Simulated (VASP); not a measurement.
LiCr, 8 atoms in the cell. It takes space group Fd-3m (No. 227, cubic). Conventional cell: a = 6.015 Å, b = 6.015 Å, c = 6.015 Å, α = 90.00°, β = 90.00°, γ = 90.00°. Within 3.4 Å of Cr (site symmetry -43m) lie 4 Cr at 2.60 Å and 10 Li at 2.60 to 3.01 Å. Within 3.4 Å of Li (site symmetry -43m) lie 10 Cr at 2.60 to 3.01 Å and 4 Li at 2.60 Å. 

```yaml
Program: VASP 6.6.1
Task: single point
Functional: PBEsol
Potentials_or_basis: VASP PAW PBE potentials, release 64 (Cr_pv, Li_sv)
Cutoff: 520 eV
k_mesh: 5 × 5 × 5
Occupations: fermi-dirac, width 0.1 eV
Spin: collinear spin, antiferromagnetic start
Starting_moments: "[-3.0, -3.0, 3.0, 3.0, 0.0, 0.0, 0.0, 0.0] μB"
Dipole_correction: no
Further_INCAR_settings: ALGO = Normal; EDIFF = 1e-07; NBANDS = 44
```

Potentials or basis: VASP PAW PBE potentials, release 64 (Cr_pv, Li_sv).

Command:

```sh
$ cat potpaw_PBE.64/Cr_pv/POTCAR potpaw_PBE.64/Li_sv/POTCAR > POTCAR
$ mpirun -np 1 vasp_std > vasp.out
```

Hardware: 1 thread of Intel(R) Xeon(R) Platinum 8259CL CPU @ 2.50GHz (Skylake/Cascade Lake) (shared host).

Question: Estimate the wall time of this run.

Answer: Run time: 3.3 min on 1 thread of Intel(R) Xeon(R) Platinum 8259CL CPU @ 2.50GHz (Skylake/Cascade Lake) (shared host), peak memory 0.33 GiB. Counts: scf iterations 19, k points 18.
